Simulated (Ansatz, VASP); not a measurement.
**Pt: VASP beside Ansatz**

```xyz
1
Lattice="0.0000 1.9609 1.9609 1.9609 0.0000 1.9609 1.9609 1.9609 0.0000" Properties=species:S:1:pos:R:3 pbc="T T T"
Pt    0.0000    0.0000    0.0000
```

Alike in both runs: functional PBEsol; k mesh 9 × 9 × 9; occupations fermi-dirac, width 0.05 eV; non-collinear spin, spin-orbit coupling.

|  | VASP | Ansatz |
| --- | --- | --- |
| version | VASP 6.6.1 | Ansatz 0.2.0 |
| potentials or method | VASP PAW PBE potentials, release 64 (Pt), cutoff 520 eV | all-electron LAPW, relativistic spinors |
| task | single point | band structure |

|  | VASP | Ansatz | Ansatz less VASP |
| --- | --- | --- | --- |
| pressure (GPa) | -0.9 | -0.9 | +0.05 |
| net moment per atom (μB) | 0.00 | 0.00 | 0.000 |

VASP's potentials were made for PBE, not for PBEsol. Ansatz ran all-electron here, and VASP with PAW potentials.

Noted on Ansatz's run: the k mesh is thin for a metal, which can move the energy by tens of meV per atom.
